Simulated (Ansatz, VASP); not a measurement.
## BN: VASP beside Ansatz

File INCAR:

```
SYSTEM = BN
PREC = Accurate
ENCUT = 520
EDIFF = 1E-6
ISMEAR = 0
SIGMA = 0.05
LREAL = .False.
LASPH = .True.
NELM = 100
ALGO = Normal
ISIF = 2
LWAVE = .False.
LCHARG = .False.
GGA = PE
IVDW = 12
NBANDS = 11
```

Contents of KPOINTS:

```
Automatic mesh
0
Gamma
  12 12 12
  0 0 0
```

Contents of POSCAR:

```
BN
1.0
    0.0000000000      3.2059029019      2.1688319106
    1.3039961662      0.0000000000      2.1688319106
    1.3039961662      3.2059029019      0.0000000000
B N
1 1
Direct
    0.0001068737      0.0001068737      0.9998931263
    0.6665931163      0.6665931163      0.3334068837
```

Input for Ansatz:

```yaml
crystal:
  lattice:
    - [0.0, 3.2059029019, 2.1688319106]
    - [1.3039961662, 0.0, 2.1688319106]
    - [1.3039961662, 3.2059029019, 0.0]
  atoms:
    - { symbol: B, position: [0.0001068737, 0.0001068737, 0.9998931263] }
    - { symbol: "N", position: [0.6665931163, 0.6665931163, 0.3334068837] }
basis:
  ecutwfc: 420
kpoints:
  mp_grid: { grid: [12, 12, 12] }
hamiltonian:
  xc: pbe
  dispersion: d3bj
scf:
  occupations: { method: gaussian, width: 0.05 }
output:
  forces: true
  stress: true
  eigenvalues: true
```

Change from the starting cell: strain +0.0400 x Voigt [1, -1, 0, 0, 0, 0], atoms carried along.

Alike in both runs: task single point; functional PBE; dispersion D3(BJ); k mesh 12 × 12 × 12; occupations gaussian, width 0.05 eV; no spin polarisation.

|  | VASP | Ansatz |
| --- | --- | --- |
| version | VASP 6.6.1 | Ansatz 0.2.0 |
| potentials or method | VASP PAW PBE potentials, release 64 (B, N), cutoff 520 eV | scalar-relativistic, plane waves, PAW |
| valence electrons in the cell | 8 | 8 |

|  | VASP | Ansatz | Ansatz less VASP |
| --- | --- | --- | --- |
| gap on the k mesh at the Fermi level (eV) | 3.28 | 3.29 | +0.007 |
| least direct gap on the mesh (eV) | 4.34 | 4.34 | +0.003 |
| pressure (GPa) | -12.6 | -12.7 | -0.06 |
| traceless stress, the component that is largest in VASP (GPa) | -20.24 | -20.29 | -0.054 |
| rms of the force components (eV/Å) | 0.210 | 0.209 | -0.0009 |

Atom by atom the forces differ by 0.001 eV/Å (rms over components).
